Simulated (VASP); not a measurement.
The system is Zr.

```
Zr
1.0
     3.23200    0.00000    0.00000
    -1.61600    2.79899    0.00000
     0.00000    0.00000    5.14700
Zr
2
Direct
  0.33333 0.66667 0.25000
  0.66667 0.33333 0.75000
```

```yaml
Program: VASP 6.6.1
Task: relaxation of cell and atoms
Functional: LDA
Potentials_or_basis: VASP PAW LDA potentials, release 64 (Zr_sv)
Cutoff: 600 eV
k_mesh: 15 × 15 × 8
Occupations: gaussian, width 0.1 eV
Spin: no spin polarisation
```

At the start: pressure -6.0 GPa; volume 23.28 Å³/atom.

**Question.** Where does the relaxation end?

**Answer.** Over 26 steps the energy falls by 29.5 meV/atom and the volume is 21.80 Å³/atom (-6.4 %); space group P6_3/mmc (No. 194, to 0.1 Å) before and after.

The path:
| step | energy change (eV) | largest force (eV/Å) | pressure (GPa) | volume (Å³) |
| --- | --- | --- | --- | --- |
| 1 | 0.0000 | 0.0000 | -6.03 | 46.56 |
| 2 | 0.0039 | 0.0000 | 7.49 | 40.91 |
| 3 | -0.0572 | 0.0000 | -0.02 | 43.69 |
| 4 | -0.0572 | 0.0000 | 0.10 | 43.63 |
| 5 | -0.0586 | 0.0000 | 0.06 | 43.61 |
| 6 | -0.0590 | 0.0000 | 0.04 | 43.58 |
| 7 | -0.0590 | 0.0000 | 0.03 | 43.58 |
| 8 | -0.0590 | 0.0000 | 0.03 | 43.58 |
| 9 | -0.0590 | 0.0000 | -0.03 | 43.60 |
| 10 | -0.0590 | 0.0000 | -0.03 | 43.59 |
| 11 | -0.0590 | 0.0000 | 0.01 | 43.58 |
| 12 | -0.0590 | 0.0000 | 0.02 | 43.59 |
| 13 | -0.0590 | 0.0000 | 0.03 | 43.59 |
| 14 | -0.0590 | 0.0000 | 0.02 | 43.59 |
| 15 | -0.0590 | 0.0000 | 0.02 | 43.59 |
| 16 | -0.0590 | 0.0000 | 0.02 | 43.60 |
| 17 | -0.0590 | 0.0000 | -0.12 | 43.64 |
| 18 | -0.0590 | 0.0000 | -0.03 | 43.61 |
| 19 | -0.0590 | 0.0000 | -0.08 | 43.61 |
| 20 | -0.0590 | 0.0000 | -0.04 | 43.61 |
| 21 | -0.0590 | 0.0000 | -0.05 | 43.61 |
| 22 | -0.0590 | 0.0000 | -0.04 | 43.60 |
| 23 | -0.0590 | 0.0000 | -0.03 | 43.60 |
| 24 | -0.0590 | 0.0000 | 0.02 | 43.59 |
| 25 | -0.0590 | 0.0000 | 0.03 | 43.59 |
| 26 | -0.0590 | 0.0000 | 0.00 | 43.60 |

Final structure:
```yaml
crystal:
  lattice:
    - [3.14290, 0.00000, 0.00000]
    - [-1.57145, 2.72183, 0.00000]
    - [0.00000, 0.00000, 5.09654]
  atoms:
    - { symbol: Zr, position: [0.33333, 0.66667, 0.25000] }
    - { symbol: Zr, position: [0.66667, 0.33333, 0.75000] }
```
